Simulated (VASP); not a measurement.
# H4C19 in VASP: single point with LDA

Aim: the single point of H4C19 with LDA.

All numbers are computed with VASP 6.6.1; they aren't measurements. Logs are shortened: lines on timing, memory, paths and dates and some standing lists are left out, and cuts for length are marked.

### 1 The cell of the first run

The cell holds a slab with vacuum, 23 atoms: a = 7.398 Å, b = 7.398 Å, c = 12.000 Å, α = 90.00°, β = 90.00°, γ = 120.00°.

### 2 Single point, LDA

The input, INCAR:

```
SYSTEM = H4C19
ALGO = Normal ; EDIFF = 1E-6
ENCUT = 520 ; GGA = CA
ISIF = 2 ; ISMEAR = -1
LASPH = .TRUE. ; LCHARG = .FALSE.
LREAL = Auto ; LWAVE = .FALSE.
NBANDS = 57 ; NELM = 100
PREC = Accurate ; SIGMA = 0.02
```

The input, KPOINTS:

```
k-points
0
G
  2 2 1
  0 0 0
```

The input, POSCAR:

```
H4C19
1.0
    7.3980000000      0.0000000000      0.0000000000
   -3.6990000000      6.4068560000      0.0000000000
    0.0000000000      0.0000000000     12.0000000000
C H
19 4
Direct
   -0.0152450339     -0.0087801520      0.0640451823
    0.2043906748      0.1010383469      0.0643528433
   -0.0169397366      0.3223541967      0.0639660204
    0.2060979675      0.4338968424      0.0637232693
   -0.0174528538      0.6573559652      0.0639750714
    0.2066117534      0.7693658970      0.0637426912
    0.3164328222     -0.0109900764      0.0642248499
    0.5394420584      0.1005021126      0.0640787065
    0.3159211984      0.3240701421      0.0641838709
    0.5399527909      0.4361030267      0.0640509859
    0.3181400854      0.6579165547      0.0629586092
    0.5377323193      0.7677108468      0.0627160847
    0.6492194213     -0.0093256347      0.0634174964
    0.8732494964      0.1027102812      0.0638771247
    0.6514464629      0.3245681255      0.0642091319
    0.8710662750      0.4343770525      0.0639978784
    0.6497286977      0.6557036290      0.0634283725
    0.8727343411      0.7671903446      0.0638841438
    0.4938758125      0.7466247741      0.3280707741
    0.6601073561      0.8224880730      0.3062413023
    0.4261402003      0.8363309415      0.2924766821
    0.4126342335      0.5877301895      0.2937014735
    0.4766377575      0.7399045211      0.4190101352
```

Potentials or basis: VASP PAW LDA potentials, release 64 (C, H).

Started as:

```sh
$ cat potpaw_LDA.64/C/POTCAR potpaw_LDA.64/H/POTCAR > POTCAR
$ mpirun -np 1 vasp_std > vasp.out
```

OUTCAR:

```text
SYSTEM = H4C19
   EDIFF = 1E-6
   ENCUT = 520
   GGA = CA
   ISIF = 2
   ISMEAR = -1
   LASPH = .TRUE.
   LREAL = Auto
   NELM = 100
   PREC = Accurate

 ion  position               nearest neighbor table
   1  0.985  0.991  0.064-   2 1.41  14 1.43  18 1.44
   2  0.204  0.101  0.064-   1 1.41   9 1.43   7 1.44
   3  0.983  0.322  0.064-  14 1.41   4 1.43  16 1.44
   4  0.206  0.434  0.064-   9 1.41   3 1.43  11 1.44
   5  0.983  0.657  0.064-  18 1.41  16 1.43   6 1.44
   6  0.207  0.769  0.064-   7 1.41  11 1.43   5 1.44
[... 10 lines left out ...]
  17  0.650  0.656  0.063-  10 1.41  18 1.43  12 1.44
  18  0.873  0.767  0.064-   5 1.41  17 1.43   1 1.44
  19  0.494  0.747  0.328-  23 1.10  20 1.10  21 1.10  22 1.10
  20  0.660  0.822  0.306-  19 1.10
  21  0.426  0.836  0.292-  19 1.10
  22  0.413  0.588  0.294-  19 1.10
  23  0.477  0.740  0.419-  19 1.10

  LATTYP: Found a hexagonal cell.
 ALAT       =     7.3980000000
 C/A-ratio  =     1.6220600162

  Lattice vectors:

 A1 = (   7.3980000000,   0.0000000000,   0.0000000000)
 A2 = (  -3.6990000000,   6.4068560000,   0.0000000000)
 A3 = (   0.0000000000,   0.0000000000,  12.0000000000)

Analysis of symmetry for initial positions (statically):
=====================================================================
 Subroutine PRICEL returns:
 Original cell was already a primitive cell.

 Routine SETGRP: Setting up the symmetry group for a
 hexagonal supercell.

 Subroutine GETGRP returns: Found  1 space group operations
 (whereof  1 operations were pure point group operations)
 out of a pool of 24 trial point group operations.

The static configuration has the point symmetry C_1 .

Analysis of symmetry for dynamics (positions and initial velocities):
=====================================================================
 Subroutine PRICEL returns:
 Original cell was already a primitive cell.

 Routine SETGRP: Setting up the symmetry group for a
 hexagonal supercell.

 Subroutine GETGRP returns: Found  1 space group operations
 (whereof  1 operations were pure point group operations)
 out of a pool of 24 trial point group operations.

The dynamic configuration has the point symmetry C_1 .

 Subroutine INISYM returns: Found  1 space group operations
 (whereof  1 operations are pure point group operations),
 and found     1 'primitive' translations

[... 116 lines left out ...]
   LREAL  =      T    real-space projection
   EDIFFG = 0.1E-04   stopping-criterion for IOM
   NSW    =      0    number of steps for IOM
   IBRION =     -1    ionic relax: 0-MD 1-quasi-New 2-CG
   NFREE  =      0    steps in history (QN), initial steepest desc. (CG)
   ISIF   =      2    stress and relaxation
   ISYM   =      2    0-nonsym 1-usesym 2-fastsym
   POTIM  = 0.5000    time-step for ionic-motion
   TEBEG  =    0.0;   TEEND  =   0.0 temperature during run
   PSTRESS=    0.0 pullay stress
   NELECT =      80.0000    total number of electrons
   NUPDOWN=      -1.0000    fix difference up-down
   EMIN   =  10.00;   EMAX   =-10.00  energy-range for DOS
   EFERMI =   0.00;   METHOD = LEGACY
   ISMEAR =    -1;   SIGMA  =   0.02  broadening in eV -4-tet -1-fermi 0-gaus
   EFERMI_NEDOS =   21; number of points for ismear=-14 and -15
   IALGO  =     38    algorithm
   IMIX   =      4    mixing-type and parameters
     AMIX     =   0.40;   BMIX     =  1.00
     AMIX_MAG =   1.60;   BMIX_MAG =  1.00
  volume/ion in A,a.u.               =      24.73       166.88
  Fermi-wavevector in a.u.,A,eV,Ry     =   0.851382  1.608879  9.862209  0.724852
  Thomas-Fermi vector in A             =   1.967507
   LORBIT       =      0    0 simple, 1 ext, 2 COOP (PROOUT), +10 PAW based schemes
   GGA     = CA    functional components
   LHFCALC =     F    Hartree Fock is set to
   AEXX    =    0.0000 exact exchange contribution
   IVDW    =     0    specifies the selected vdW correction
   LEPSILON=     F    determine dielectric tensor
   LRPA    =     F    only Hartree local field effects (RPA)
 non-spin polarized calculation
  energy-cutoff  :      520.00
  volume of cell :      568.78
 maximum number of plane-waves:     15363
 NGX is ok and might be reduce to    56
   NGX = 27   NGY = 27   NGZ = 45

 number of electron      79.9999999 magnetization

 Free energy of the ion-electron system (eV)
  ---------------------------------------------------
  ext. energy  EPLUGINS =         0.00000000
  ---------------------------------------------------
  free energy    TOTEN  =      -205.97866180 eV

  energy without entropy =     -205.97739010  energy(sigma->0) =     -205.97802595

 E-fermi :  -1.7661     XC(G=0):  -4.3489

 val. band max:       -1.8702569941   @ k =   0.0000   0.0000   0.0000
 cond. band min:      -1.6611755577   @ k =   0.0000   0.0000   0.0000
 fundamental gap:      0.2090814364
 Fermi energy:        -1.7660752175

 k-point     1 :       0.0000    0.0000    0.0000
  band No.  band energies     occupation
      1     -21.0621      2.00000
      2     -18.5498      2.00000
      3     -18.5477      2.00000
      4     -18.5166      2.00000
      5     -18.5146      2.00000
      6     -18.4116      2.00000
[... 209 lines left out ...]
     51       4.0368      0.00000
     52       4.1319      0.00000
 [bands above 52 left out]

------------------------ aborting loop because EDIFF is reached ----------------------------------------

  FORCE on cell =-STRESS in cart. coord.  units (eV):
  Direction    XX          YY          ZZ          XY          YZ          ZX
  --------------------------------------------------------------------------------------
  -------------------------------------------------------------------------------------
  Total       -8.9268620     -8.9214849     -0.1402932      0.0034931     -0.0145999      0.0030717
  in kB      -25.1459974    -25.1308506     -0.3951905      0.0098397     -0.0411263      0.0086527
  external PRESSURE =     -16.8906795 kB  Pullay stress =       0.0000000 kB

 VOLUME and BASIS-vectors are now :
 -----------------------------------------------------------------------------
  energy-cutoff  :      520.00
  volume of cell :      568.78
      direct lattice vectors                 reciprocal lattice vectors
     7.398000000  0.000000000  0.000000000     0.135171668  0.078041398  0.000000000
    -3.699000000  6.406856000  0.000000000     0.000000000  0.156082796  0.000000000
     0.000000000  0.000000000 12.000000000     0.000000000  0.000000000  0.083333333

 POSITION                                       TOTAL-FORCE (eV/Angst)
 -----------------------------------------------------------------------------------
      3.61870      6.35060      0.76854         0.006191      0.007759     -0.001518
      1.13834      0.64734      0.77223        -0.001129      0.000038      0.000876
      6.08029      2.06528      0.76759         0.010088     -0.005413     -0.007863
     -0.08027      2.77991      0.76468         0.003925      0.000673      0.004047
      4.83732      4.21159      0.76770        -0.009815      0.009562     -0.002308
     -1.31737      4.92922      0.76491         0.009509     -0.005226     -0.001839
[... 15 lines left out ...]
      0.87865      3.76550      3.52442         0.002641     -0.036113     -0.015422
      0.78926      4.74046      5.02812        -0.001886      0.000460      0.041406
 -----------------------------------------------------------------------------------
    total drift:                                0.010182     -0.006783     -0.057733

  FREE ENERGIE OF THE ION-ELECTRON SYSTEM (eV)
  ---------------------------------------------------
  free  energy   TOTEN  =      -205.9786617996 eV

  energy  without entropy=     -205.9773900970  energy(sigma->0) =     -205.97802595
```

OSZICAR:

```text
N       E                     dE             d eps       ncg     rms          rms(c)
DAV:   1     0.585532276178E+03    0.58553E+03   -0.32403E+04   456   0.112E+03
DAV:   2    -0.129038748047E+03   -0.71457E+03   -0.68050E+03   662   0.271E+02
DAV:   3    -0.220016154022E+03   -0.90977E+02   -0.90267E+02   584   0.990E+01
[... 15 lines left out ...]
DAV:  19    -0.205978649735E+03   -0.18993E-04   -0.14009E-06   423   0.277E-03    0.166E-03
DAV:  20    -0.205978657580E+03   -0.78446E-05   -0.59917E-07   325   0.188E-03    0.543E-04
DAV:  21    -0.205978660044E+03   -0.24643E-05   -0.34534E-07   328   0.128E-03    0.429E-04
DAV:  22    -0.205978661714E+03   -0.16692E-05   -0.15534E-07   327   0.839E-04    0.269E-04
DAV:  23    -0.205978661800E+03   -0.86025E-07   -0.31180E-08   360   0.453E-04
   1 F= -.20597866E+03 E0= -.20597803E+03  d E =-.127170E-02
```

stdout:

```text
POSCAR found type information on POSCAR C H
 POSCAR found :  2 types and      23 ions
 scaLAPACK will be used
 LDA part: xc-table for (Slater(with rela. corr.)+CA(PZ))
 , standard interpolation
 POSCAR, INCAR and KPOINTS ok, starting setup
 FFT: planning ... GRIDC
 FFT: planning ... GRID_SOFT
 FFT: planning ... GRID
 WAVECAR not read
 entering main loop
```

Wall time 8 min (1 thread of Intel Xeon 8259CL, shared host); peak memory 0.47 GiB.

Results:

```
Free energy            : -205.9787 eV
Largest force          : 0.044 eV/Å
Band gap on the k mesh : 0.21 eV, direct
```

Forces in eV/Å, atoms in the order of the input:
```
C    0.006  0.008 -0.002
C   -0.001  0.000  0.001
C    0.010 -0.005 -0.008
C    0.004  0.001  0.004
C   -0.010  0.010 -0.002
C    0.010 -0.005 -0.002
C   -0.004 -0.002  0.003
C    0.001 -0.002 -0.002
C   -0.012 -0.008  0.000
C    0.008  0.001 -0.004
C    0.016  0.010  0.003
C   -0.009 -0.002  0.005
C   -0.003 -0.014  0.000
C   -0.006  0.015  0.001
C    0.002  0.002  0.000
C   -0.014 -0.006  0.001
C   -0.008  0.005  0.005
C    0.004 -0.012 -0.006
C    0.005  0.002  0.007
H    0.031  0.016 -0.012
H   -0.032  0.025 -0.017
H    0.003 -0.036 -0.015
H   -0.002  0.000  0.041
```

Levels at points of the mesh, in eV from the valence-band top:
| k point | band 36 | band 37 | band 38 | band 39 | band 40 | band 41 | band 42 | band 43 | band 44 | band 45 |
| --- | --- | --- | --- | --- | --- | --- | --- | --- | --- | --- |
| (0.00, 0.00, 0.00) | -4.27 | -2.93 | -2.93 | 0.00 | 0.00 | 0.21 | 0.21 | 3.30 | 4.49 | 4.86 |
| (0.50, 0.00, 0.00) | -2.58 | -2.57 | -2.52 | -2.51 | -2.25 | 1.73 | 2.56 | 2.57 | 2.63 | 2.64 |
| (0.00, 0.50, 0.00) | -2.57 | -2.56 | -2.53 | -2.52 | -2.25 | 1.73 | 2.56 | 2.57 | 2.63 | 2.64 |
| (0.50, 0.50, 0.00) | -2.57 | -2.56 | -2.54 | -2.52 | -2.25 | 1.73 | 2.56 | 2.57 | 2.63 | 2.64 |

Caveat: the k points lie up to 0.49 Å⁻¹ apart.
